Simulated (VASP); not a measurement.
# HfN (P6_3/mmc) in VASP: relaxation of cell and atoms with PBE

Aim: the relaxation of cell and atoms of HfN with PBE.

All numbers are computed with VASP 6.6.1; they aren't measurements. Logs are shortened: lines on timing, memory, paths and dates and some standing lists are left out, and cuts for length are marked.

## (1) The cell of the first run

Symmetry: P6_3/mmc, No. 194, hexagonal system. The conventional cell has a = 3.156 Å, b = 3.156 Å, c = 5.468 Å, α = 90.00°, β = 90.00°, γ = 120.00°. Within 3.0 Å of Hf (site symmetry -6m2) lie 6 N at 2.28 Å. Within 3.0 Å of N (site symmetry -3m) lie 6 Hf at 2.28 Å and 2 N at 2.73 Å.

## (2) Relaxation of cell and atoms, PBE

File INCAR:

```
SYSTEM = HfN
PREC     = Accurate       ! precision mode
ENCUT    = 600            ! plane-wave cutoff, eV
EDIFF    = 1E-7           ! SCF threshold, eV
ISMEAR   = 0              ! smearing method
SIGMA    = 0.1            ! smearing width, eV
LREAL    = .FALSE.        ! projectors in reciprocal space
LASPH    = .TRUE.         ! aspherical terms in the spheres
NELM     = 80             ! most SCF steps
ALGO     = Normal         ! electronic algorithm
ISIF     = 3              ! what is computed and relaxed
LWAVE    = .FALSE.        ! write WAVECAR
LCHARG   = .FALSE.        ! write CHGCAR
GGA      = PE             ! functional
IBRION   = 2              ! ionic algorithm
NSW      = 100            ! ionic steps
EDIFFG   = -0.01          ! ionic threshold
```

File KPOINTS:

```
regular mesh
0
G
  18 18 8
  0 0 0
```

File POSCAR:

```
HfN
1.0
    3.1559440289      0.0000000000      0.0000000000
   -1.5779720144      2.7331277019      0.0000000000
    0.0000000000      0.0000000000      5.4675452214
Hf N
2 2
Direct
    0.6666666667      0.3333333333      0.2500000000
    0.3333333333      0.6666666667      0.7500000000
    0.0000000000      0.0000000000      0.0000000000
    0.0000000000      0.0000000000      0.5000000000
```

Potentials or basis: VASP PAW PBE potentials, release 64 (Hf_pv, N).

Launch:

```sh
cat potpaw_PBE.64/Hf_pv/POTCAR potpaw_PBE.64/N/POTCAR > POTCAR
mpirun -np 1 vasp_std > vasp.out
```

OUTCAR:

```text
SYSTEM = HfN
   PREC = Accurate
   ENCUT = 600
   EDIFF = 1E-7
   ISMEAR = 0
   LREAL = .FALSE.
   LASPH = .TRUE.
   NELM = 80
   ISIF = 3
   GGA = PE
   IBRION = 2
   NSW = 100
   EDIFFG = -0.01

 ion  position               nearest neighbor table
   1  0.667  0.333  0.250-   3 2.28   4 2.28   3 2.28   4 2.28   3 2.28   4 2.28   2 3.29   2 3.29
                             2 3.29   2 3.29   2 3.29   2 3.29
   2  0.333  0.667  0.750-   3 2.28   4 2.28   3 2.28   4 2.28   3 2.28   4 2.28   1 3.29   1 3.29
                             1 3.29   1 3.29   1 3.29   1 3.29
   3  0.000  0.000  0.000-   1 2.28   2 2.28   2 2.28   1 2.28   1 2.28   2 2.28
   4  0.000  0.000  0.500-   1 2.28   2 2.28   2 2.28   1 2.28   1 2.28   2 2.28

  LATTYP: Found a hexagonal cell.
 ALAT       =     3.1559440289
 C/A-ratio  =     1.7324595022

  Lattice vectors:

 A1 = (   3.1559440289,   0.0000000000,   0.0000000000)
 A2 = (  -1.5779720144,   2.7331277019,   0.0000000000)
 A3 = (   0.0000000000,   0.0000000000,   5.4675452214)

Analysis of symmetry for initial positions (statically):
=====================================================================
 Subroutine PRICEL returns:
 Original cell was already a primitive cell.

 Routine SETGRP: Setting up the symmetry group for a
 hexagonal supercell.

 Subroutine GETGRP returns: Found 24 space group operations
 (whereof 12 operations were pure point group operations)
 out of a pool of 24 trial point group operations.

The static configuration has the point symmetry D_3d.
 The point group associated with its full space group is D_6h.

Analysis of symmetry for dynamics (positions and initial velocities):
=====================================================================
 Subroutine PRICEL returns:
 Original cell was already a primitive cell.

 Routine SETGRP: Setting up the symmetry group for a
 hexagonal supercell.

 Subroutine GETGRP returns: Found 24 space group operations
 (whereof 12 operations were pure point group operations)
 out of a pool of 24 trial point group operations.

The dynamic configuration has the point symmetry D_3d.
 The point group associated with its full space group is D_6h.

 Subroutine INISYM returns: Found 24 space group operations
 (whereof 12 operations are pure point group operations),
 and found     1 'primitive' translations

----------------------------------------------------------------------------------------

                                     Primitive cell

  volume of cell :      47.1608

  direct lattice vectors                    reciprocal lattice vectors
     3.155944029  0.000000000  0.000000000     0.316862400  0.182940592  0.000000000
    -1.577972014  2.733127702  0.000000000     0.000000000  0.365881184  0.000000000
     0.000000000  0.000000000  5.467545221     0.000000000  0.000000000  0.182897436

  length of vectors
     3.155944029  3.155944029  5.467545221     0.365881184  0.365881184  0.182897436

  position of ions in fractional coordinates (direct lattice)
     0.666666667  0.333333333  0.250000000
     0.333333333  0.666666667  0.750000000
     0.000000000  0.000000000  0.000000000
     0.000000000  0.000000000  0.500000000

  ion indices of the primitive-cell ions
   primitive index   ion index
                 1           1
                 2           2
                 3           3
                 4           4

----------------------------------------------------------------------------------------

 KPOINTS: regular mesh

Automatic generation of k-mesh.
 Grid dimensions read from file:
 generate k-points for:   18   18    8

 Generating k-lattice:

  Cartesian coordinates                     Fractional coordinates (reciprocal lattice)
     0.017603467  0.010163366  0.000000000     0.055555556 -0.000000000  0.000000000
     0.000000000  0.020326732  0.000000000     0.000000000  0.055555556  0.000000000
     0.000000000  0.000000000  0.022862179     0.000000000  0.000000000  0.125000000

  Length of vectors
     0.020326732  0.020326732  0.022862179

  Shift w.r.t. Gamma in fractional coordinates (k-lattice)
     0.000000000  0.000000000  0.000000000

 Subroutine IBZKPT returns following result:
 ===========================================

 Found    185 irreducible k-points:

 Following reciprocal coordinates:
            Coordinates               Weight
  0.000000  0.000000  0.000000      1.000000
  0.055556  0.000000  0.000000      6.000000
  0.111111  0.000000  0.000000      6.000000
  0.166667  0.000000  0.000000      6.000000
  0.222222 -0.000000  0.000000      6.000000
  0.277778  0.000000  0.000000      6.000000
[... 16 lines left out ...]
  0.333333  0.111111  0.000000     12.000000
  0.388889  0.111111  0.000000     12.000000
 [... further k-points ...]
   k-points           NKPTS =    185   k-points in BZ     NKDIM =    185   number of bands    NBANDS=     19
   number of dos      NEDOS =    301   number of ions     NIONS =      4
   total plane-waves  NPLWV =  37632
   dimension x,y,z NGX =    28 NGY =   28 NGZ =   48
   dimension x,y,z NGXF=    56 NGYF=   56 NGZF=   96
   ions per type =               2   2
   NGX,Y,Z   is equivalent  to a cutoff of  14.75, 14.75, 14.59 a.u.
   NGXF,Y,Z  is equivalent  to a cutoff of  29.50, 29.50, 29.19 a.u.
 SYSTEM =  HfN
   PREC   = accura    normal or accurate (medium, high low for compatibility)
   ISTART =      0    job   : 0-new  1-cont  2-samecut
   ICHARG =      2    charge: 1-file 2-atom 10-const
   ISPIN  =      1    spin polarized calculation?
   LNONCOLLINEAR =      F non collinear calculations
   LSORBIT =      F    spin-orbit coupling
   LASPH  =      T    aspherical Exc in radial PAW
   ENCUT  =  600.0 eV  44.10 Ry    6.64 a.u.   6.30  6.30 10.92*2*pi/ulx,y,z
   NELM   =     80;   NELMIN=  2; NELMDL= -5     # of ELM steps
   EDIFF  = 0.1E-06   stopping-criterion for ELM
   LREAL  =      F    real-space projection
   EDIFFG = -.1E-01   stopping-criterion for IOM
   NSW    =    100    number of steps for IOM
   IBRION =      2    ionic relax: 0-MD 1-quasi-New 2-CG
   NFREE  =      1    steps in history (QN), initial steepest desc. (CG)
   ISIF   =      3    stress and relaxation
   ISYM   =      2    0-nonsym 1-usesym 2-fastsym
   POTIM  = 0.5000    time-step for ionic-motion
   TEBEG  =    0.0;   TEEND  =   0.0 temperature during run
   PSTRESS=    0.0 pullay stress
   NELECT =      30.0000    total number of electrons
   NUPDOWN=      -1.0000    fix difference up-down
   EMIN   =  10.00;   EMAX   =-10.00  energy-range for DOS
   EFERMI =   0.00;   METHOD = LEGACY
   ISMEAR =     0;   SIGMA  =   0.10  broadening in eV -4-tet -1-fermi 0-gaus
   EFERMI_NEDOS =   21; number of points for ismear=-14 and -15
   IALGO  =     38    algorithm
   IMIX   =      4    mixing-type and parameters
     AMIX     =   0.40;   BMIX     =  1.00
     AMIX_MAG =   1.60;   BMIX_MAG =  1.00
  volume/ion in A,a.u.               =      11.79        79.56
  Fermi-wavevector in a.u.,A,eV,Ry     =   1.407953  2.660645 26.971246  1.982331
  Thomas-Fermi vector in A             =   2.530160
   LORBIT       =      0    0 simple, 1 ext, 2 COOP (PROOUT), +10 PAW based schemes
   GGA     = PE    functional components
   LHFCALC =     F    Hartree Fock is set to
   AEXX    =    0.0000 exact exchange contribution
   IVDW    =     0    specifies the selected vdW correction
   LEPSILON=     F    determine dielectric tensor
   LRPA    =     F    only Hartree local field effects (RPA)
 conjugate gradient relaxation of ions
 non-spin polarized calculation
 Gauss-broadening in eV      SIGMA  =   0.10
  energy-cutoff  :      600.00
  volume of cell :       47.16
 maximum number of plane-waves:      1593
 NGX is ok and might be reduce to    28
   NGX = 13   NGY = 13   NGZ = 21

--------------------------------------- Ionic step        1  -------------------------------------------

 number of electron      30.0000001 magnetization

 Free energy of the ion-electron system (eV)
  ---------------------------------------------------
  ext. energy  EPLUGINS =         0.00000000
  ---------------------------------------------------
  free energy    TOTEN  =       -43.41204096 eV

  energy without entropy =      -43.40927314  energy(sigma->0) =      -43.41065705

------------------------ aborting loop because EDIFF is reached ----------------------------------------

  FORCE on cell =-STRESS in cart. coord.  units (eV):
  Direction    XX          YY          ZZ          XY          YZ          ZX
  --------------------------------------------------------------------------------------
  -------------------------------------------------------------------------------------
  Total       -0.5933352     -0.5933352     -1.0730182     -0.0000000      0.0000000      0.0000000
  in kB      -20.1571489    -20.1571489    -36.4532346     -0.0000000      0.0000000      0.0000000
  external PRESSURE =     -25.5891775 kB  Pullay stress =       0.0000000 kB
[... 99 lines left out ...]
  energy  without entropy=      -43.4135263363  energy(sigma->0) =      -43.41490354

--------------------------------------- Ionic step        4  -------------------------------------------

 number of electron      30.0000000 magnetization

 Free energy of the ion-electron system (eV)
  ---------------------------------------------------
  ext. energy  EPLUGINS =         0.00000000
  ---------------------------------------------------
  free energy    TOTEN  =       -43.41639120 eV

  energy without entropy =      -43.41362293  energy(sigma->0) =      -43.41500707

 E-fermi :   7.8077     XC(G=0): -12.6727

 val. band max:        7.8055912338   @ k =   0.1111   0.0556   0.0000
 cond. band min:       7.8087935860   @ k =   0.0000   0.0000   0.1250
 fundamental gap:      0.0032023522
 Fermi energy:         7.8076673385

 k-point     1 :       0.0000    0.0000    0.0000
  band No.  band energies     occupation
      1     -23.9150      2.00000
      2     -23.0976      2.00000
      3     -22.9956      2.00000
      4     -22.9956      2.00000
      5     -22.9367      2.00000
      6     -22.9367      2.00000
[... 11 lines left out ...]
     18       8.7577      0.00000
     19       9.6464      0.00000
[... 489 lines left out ...]
      3     -23.4667      2.00000
      4     -23.2628      2.00000
      5     -23.2199      2.00000
      6     -23.1086      2.00000
[... 11 lines left out ...]
     18      11.4798      0.00000
     19      12.7678      0.00000

 [... further k-points ...]

------------------------ aborting loop because EDIFF is reached ----------------------------------------

  FORCE on cell =-STRESS in cart. coord.  units (eV):
  Direction    XX          YY          ZZ          XY          YZ          ZX
  --------------------------------------------------------------------------------------
  -------------------------------------------------------------------------------------
  Total       -0.0356673     -0.0356673      0.0386486     -0.0000000      0.0000000     -0.0000000
  in kB       -1.2234999     -1.2234999      1.3257662     -0.0000000      0.0000000     -0.0000000
  external PRESSURE =      -0.3737445 kB  Pullay stress =       0.0000000 kB
[... 19 lines left out ...]
  FREE ENERGIE OF THE ION-ELECTRON SYSTEM (eV)
  ---------------------------------------------------
  free  energy   TOTEN  =       -43.4163911972 eV

  energy  without entropy=      -43.4136229344  energy(sigma->0) =      -43.41500707

 reached required accuracy - stopping structural energy minimisation
```

Run time: 14 min. Hardware: 1 thread of Intel Xeon 8259CL, shared host; peak memory 0.34 GiB.

What came out:

```
Free energy                           : -43.4164 eV
Relaxed volume                        : 11.68 Å³/atom
Relaxed cell                          : a = 3.150 Å, b = 3.150 Å, c = 5.434 Å, α = 90.00°, β = 90.00°, γ = 120.00°
Space group after relaxing (to 0.1 Å) : P6_3/mmc (No. 194)
Energy gained by relaxing             : 1.1 meV/atom
Ionic steps                           : 4
Pressure after relaxing               : 0.0 GPa
Band gap on the k mesh                : zero (bands 15 and 16 overlap by 2.28 eV)
```

The path:
| step | energy change (eV) | largest force (eV/Å) | pressure (GPa) | volume (Å³) |
| --- | --- | --- | --- | --- |
| 1 | 0.0000 | 0.0000 | -2.56 | 47.16 |
| 2 | 0.0079 | 0.0000 | 4.84 | 45.89 |
| 3 | -0.0042 | 0.0000 | 0.10 | 46.68 |
| 4 | -0.0044 | 0.0000 | -0.04 | 46.71 |

Final structure:
```cif
data_structure
_symmetry_space_group_name_H-M 'P 1'
_symmetry_Int_Tables_number 1
_cell_length_a 3.1505
_cell_length_b 3.1505
_cell_length_c 5.4336
_cell_angle_alpha 90.000
_cell_angle_beta 90.000
_cell_angle_gamma 120.000
_cell_volume 46.71
loop_
_atom_site_label
_atom_site_type_symbol
_atom_site_fract_x
_atom_site_fract_y
_atom_site_fract_z
_atom_site_occupancy
Hf1 Hf 0.66667 0.33333 0.25000 1
Hf2 Hf 0.33333 0.66667 0.75000 1
N1 N 0.00000 0.00000 0.00000 1
N2 N 0.00000 0.00000 0.50000 1
```

Caveat: spin-orbit coupling is left out, which moves the levels of the heavy elements.
